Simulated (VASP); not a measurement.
Wanted: the native input for a VASP 6.6.1 run.

```yaml
Task: single point
Functional: revPBE
Potentials_or_basis: VASP PAW PBE potentials, release 64 (P)
Cutoff: 520 eV
k_mesh: 7 × 7 × 7
Occupations: gaussian, width 0.02 eV
Spin: collinear spin
Starting_moments: "[0.5, -0.5] μB"
Dipole_correction: no
Further_INCAR_settings: ALGO = Normal; EDIFF = 1e-06; NBANDS = 16
```

The structure of P lies in POSCAR:

```
P
1.0
    1.7257251780      0.9963478961      3.1296800121
   -1.7257251780      0.9963478961      3.1296800121
    0.0000000000     -1.9926957921      3.1296800121
P
2
Direct
    0.7492450000      0.7379580000      0.7835350000
    0.2200480000      0.2385870000      0.2153490000
```

This cell differs from its parent crystal: atoms moved at random.

One way to write it, as run:

INCAR

```
SYSTEM = P
PREC = Accurate
ENCUT = 520
EDIFF = 1E-6
ISMEAR = 0
SIGMA = 0.02
LREAL = .FALSE.
LASPH = .TRUE.
NELM = 150
ALGO = Normal
ISIF = 2
LWAVE = .FALSE.
LCHARG = .TRUE.
ISPIN = 2
MAGMOM = 0.5 -0.5
LORBIT = 11
GGA = RE
LELF = .TRUE.
LVHAR = .TRUE.
NBANDS = 16
```

KPOINTS

```
Automatic mesh
0
G
  7 7 7
  0 0 0
```

Potentials or basis: VASP PAW PBE potentials, release 64 (P).

The run is started by

```console
$ cat potpaw_PBE.64/P/POTCAR > POTCAR
$ mpirun -np 1 vasp_std > vasp.out
```

It gave:

```json
{
  "Pressure": "-1.2 GPa",
  "Largest force": "0.728 eV/Å",
  "Band gap on the k mesh": "zero (filled and empty bands overlap)",
  "Net moment": "0.00 μB per cell",
  "Valence electrons inside the program's atomic spheres": "P 2.40"
}
```

Caveat: the cell differs from its parent crystal (atoms moved at random); the stress differs along the axes, from -5 to 2 GPa; the PAW data sets were made with another functional, which shifts forces and pressure a little.

It took 4.1 min on 1 thread of Intel Xeon 8259CL, with other jobs on the host, peak memory 0.25 GiB.
